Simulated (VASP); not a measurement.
InSbSe4: single point with PBEsol

The system is InSbSe4.

```
CELL_PARAMETERS angstrom
2.71773 1.53264 5.67234
-3.23377 1.86691 5.81720
0.03565 -3.11627 5.67522
ATOMIC_POSITIONS crystal
In 0.77847 0.98887 0.21779
Sb 0.60059 0.48879 0.39573
Se 0.83595 0.51119 0.62961
Se 0.81940 0.84152 0.90295
Se 0.09335 0.13626 0.17684
Se 0.36675 0.46646 0.16032
```

- Program: VASP 6.6.1
- Task: single point
- Functional: PBEsol
- Potentials or basis: VASP PAW PBE potentials, release 64 (In_d, Sb, Se)
- Cutoff: 520 eV
- k mesh: 4 × 4 × 4
- Occupations: fermi-dirac, width 0.05 eV
- Spin: no spin polarisation
- Dipole correction: no
- Further INCAR settings: ALGO = Normal; EDIFF = 1e-07; NBANDS = 30

```json
{
 "Pressure": "0.1 GPa",
 "Largest force": "0.047 eV/Å",
 "Band gap on the k mesh": "zero (bands 21 and 22 overlap by 0.29 eV)"
}
```

Forces in eV/Å, atoms in the order of the input:
```
In   0.000 -0.002  0.000
Sb  -0.023 -0.041  0.000
Se   0.007 -0.007  0.008
Se  -0.001  0.034 -0.006
Se   0.029  0.016  0.006
Se  -0.012  0.001 -0.009
```

Levels at points of the mesh, in eV from the Fermi level:
```csv
k point,band 18,band 19,band 20,band 21,band 22,band 23,band 24,band 25
"(0.00, 0.00, 0.00)",-1.32,-1.18,-0.84,0.07,1.81,2.72,3.18,3.24
"(0.50, 0.00, 0.00)",-1.01,-0.87,-0.56,-0.34,0.26,1.82,2.62,2.95
"(0.00, 0.50, 0.00)",-1.33,-1.09,-0.73,0.22,1.86,2.07,2.40,3.11
"(0.50, 0.50, 0.00)",-1.37,-1.01,-0.76,-0.56,-0.07,1.69,2.43,2.90
"(0.00, 0.00, 0.50)",-1.01,-0.87,-0.56,-0.34,0.26,1.82,2.62,2.95
"(0.50, 0.00, 0.50)",-1.42,-1.28,-0.71,-0.60,1.55,1.82,2.84,2.93
"(0.00, 0.50, 0.50)",-1.37,-1.01,-0.76,-0.56,-0.07,1.69,2.43,2.90
"(0.50, 0.50, 0.50)",-1.99,-1.39,-1.28,-0.64,0.86,2.41,3.34,3.48
```

Run time: 2.1 min on 1 thread of Intel(R) Xeon(R) 6975P-C (Granite Rapids) (shared host), peak memory 0.42 GiB.

Caveat: semilocal functionals underestimate gaps, and a narrow one can read as zero; the PAW data sets were made with another functional, which shifts forces and pressure a little; spin-orbit coupling is left out, which moves the levels of the heavy elements.
